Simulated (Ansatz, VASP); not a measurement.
BeS: VASP beside Ansatz

```
Be S
1.0
     3.06637    0.00000    0.00000
     0.00000    3.07513    0.00000
     0.00000    0.00000    5.40337
Be S
1 1
Direct
  0.00000 0.00000 0.50000
  0.50000 0.50000 0.50000
```

Alike in both runs: functional PBE; k mesh 7 × 5 × 3; occupations gaussian, width 0.15 eV; no spin polarisation.

Ansatz relaxed the structure, and its values are those at the end. VASP's run is a single point on that final structure, the one shown.

```csv
,VASP,Ansatz
version,VASP 6.6.1,Ansatz 0.2.0
potentials or method,"VASP PAW PBE potentials, release 64 (Be, S), cutoff 600 eV","scalar-relativistic, plane waves, PAW"
valence electrons in the cell,8,8
```

```csv
,VASP,Ansatz,Ansatz less VASP
gap on the k mesh at the Fermi level (eV),0.77,0.77,-0.005
least direct gap on the mesh (eV),1.58,1.56,-0.019
pressure (GPa),0.2,0.2,-0.01
```
